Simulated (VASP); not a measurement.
# CuSi12O24 (a cell with a defect): single point with PBE0

CuSi12O24 (a cell with a defect):

```xyz
37
Lattice="-2.5104 4.3482 5.5093 5.0208 0.0000 5.5093 5.0208 8.6963 0.0000" Properties=species:S:1:pos:R:3 pbc="T T T"
Si    3.9306    1.9580    7.1923
Si    1.2966    6.3667    7.3154
Si    1.3274    2.1866   -0.0960
Si    1.3087    2.2861    5.4972
Si    4.9198    4.2989    3.6665
Si    0.0751    4.3807    3.5875
Si    6.3330    6.4839    7.2951
Si    3.8583   10.7192    7.4715
Si    3.8217    6.6656    0.0008
Si    3.7686    6.5676    5.4644
Si    7.3982    8.7120    3.7282
Si    2.3799    8.7228    3.6592
O     3.9862    3.2172    2.8919
O     4.3246    3.2752    8.1170
O     5.7434    3.5962    4.8828
O     0.9524    3.7224    4.8028
O     0.2506    1.4784    0.9077
O     2.6876    6.0230    6.5529
O     3.9733    5.4655    4.2852
O     4.0829    5.5389    9.6526
O     2.7811    2.4491    6.1640
O     0.1999    6.8185    6.2039
O     1.0921    5.0935    2.5737
O     0.8085    5.0153    8.0803
O     6.4970    7.5129    3.1092
O     6.4312    7.7081    8.3597
O     8.3467    8.1242    4.9229
O     3.2486    7.9640    4.8054
O     2.6848    6.1692    1.0197
O     5.2549   10.5698    6.6488
O     6.3865    9.8318    4.3450
O     6.4135    9.8197    9.8759
O     5.1684    6.8432    6.2286
O     2.6422   11.1779    6.4798
O     3.4180    9.4048    2.5889
O     3.4912    9.2843    8.1332
Cu    3.3450   11.4827    4.3537
```

* Program: VASP 6.6.1
* Task: single point
* Functional: PBE0
* Potentials or basis: VASP PAW PBE potentials, release 64 (Si, O, Cu)
* Cutoff: 520 eV
* k mesh: 1 × 1 × 1
* Occupations: fermi-dirac, width 0.01 eV
* Spin: collinear spin
* Fixed moment: 1 μB
* Dipole correction: no
* Grid for exact exchange (PRECFOCK): Fast
* Further INCAR settings: LREAL = Auto; ALGO = Normal; EDIFF = 1e-06; NBANDS = 130
* Share of exact exchange: 0.25

| Item | Value |
| --- | --- |
| Pressure | -3.5 GPa |
| Largest force | 0.461 eV/Å |
| Net moment | 1.00 μB per cell |
| Site moments | Si +0.00, +0.01, -0.00 (each value once); O +0.00, +0.06, +0.02, +0.01, +0.04, +0.07 (each value once); Cu +0.27 μB |
| Valence electrons inside the program's atomic spheres | Si 1.61, 1.62, 1.63, 1.66 (each value once); O 5.27, 5.24, 5.25, 5.26, 5.29, 5.30, 5.23, 5.28 (each value once); Cu 10.03 |

Forces in eV/Å, atoms in the order of the input:
```
Si   0.054  0.039 -0.010
Si   0.007 -0.021 -0.016
Si  -0.003  0.023  0.015
Si   0.083  0.011  0.040
Si  -0.002  0.027 -0.004
Si   0.163  0.107 -0.266
Si   0.078 -0.083 -0.014
Si  -0.126  0.023 -0.058
Si  -0.041 -0.058  0.199
Si   0.037  0.021  0.002
Si  -0.028 -0.037  0.017
Si  -0.091 -0.019 -0.010
O    0.291 -0.069 -0.101
O    0.192 -0.072  0.062
O   -0.099 -0.281 -0.228
O   -0.302 -0.285 -0.201
O   -0.079  0.431 -0.087
O   -0.100  0.340 -0.116
O    0.262 -0.001  0.199
O    0.283 -0.112  0.237
O   -0.091 -0.271  0.141
O   -0.115 -0.287  0.095
O   -0.337  0.253  0.119
O   -0.186  0.242  0.141
O    0.311  0.011 -0.163
O    0.334 -0.108 -0.095
O   -0.183 -0.291 -0.222
O   -0.150 -0.237 -0.169
O   -0.125  0.341 -0.087
O   -0.079  0.236 -0.149
O    0.324  0.061  0.178
O    0.349  0.049  0.129
O   -0.100 -0.244  0.103
O   -0.027 -0.270  0.130
O   -0.200  0.273  0.076
O   -0.276  0.261  0.143
Cu  -0.030 -0.002 -0.032
```

Stress tensor (GPa, compression positive):
```
-2.83  1.28 -1.48
 1.28 -4.37 -0.83
-1.48 -0.83 -3.25
```

Run time: 30 min on 1 thread of Intel Xeon 8259CL, on a shared host, peak memory 0.81 GiB.

Caveat: the k points lie up to 0.92 Å⁻¹ apart, too coarse for converged energies, forces and pressures; the PAW data sets were made with another functional, which shifts forces and pressure a little; the total moment is fixed, so each spin has its own Fermi level and the state may be an excited one.
